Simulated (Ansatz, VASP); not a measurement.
# One calculation of O, two programs

```xyz
2
Lattice="9.0000 0.0000 0.0000 0.0000 9.5000 0.0000 0.0000 0.0000 10.0000" Properties=species:S:1:pos:R:3 pbc="T T T"
O     4.5000    4.7500    4.3951
O     4.5000    4.7500    5.6049
```

Alike in both runs: functional PBEsol; k mesh 1 × 1 × 1; occupations fermi-dirac, width 0.05 eV; collinear spin.

Ansatz relaxed the structure, and its values are those at the end. VASP's run is a single point on that final structure, the one shown.

```csv
,VASP,Ansatz
version,VASP 6.6.1,Ansatz 0.2.0
potentials or method,"VASP PAW PBE potentials, release 64 (O), cutoff 520 eV","plane waves, PAW"
valence electrons in the cell,12,12
```

```csv
,VASP,Ansatz,Ansatz less VASP
gap on the k mesh at the Fermi level (eV),2.26,2.25,-0.015
rms of the force components (eV/Å),0.803,0.000,-0.8030
net moment per atom (μB),1.00,1.00,0.000
size of the moment on the site where the two differ most (μB),0.81,0.55,-0.255
```

VASP's potentials were made for PBE, not for PBEsol. Site moments also hang on the region over which each program counts them. One of these differences is far larger than is usual between the two programs; its cause wasn't traced. The functional is the same, so the differences come from potentials, cutoffs and numerics. Ansatz's warnings: end state compared, stress scf threshold loose.

Noted on VASP's run: the standard files for N, O and F lose accuracy on very short bonds.
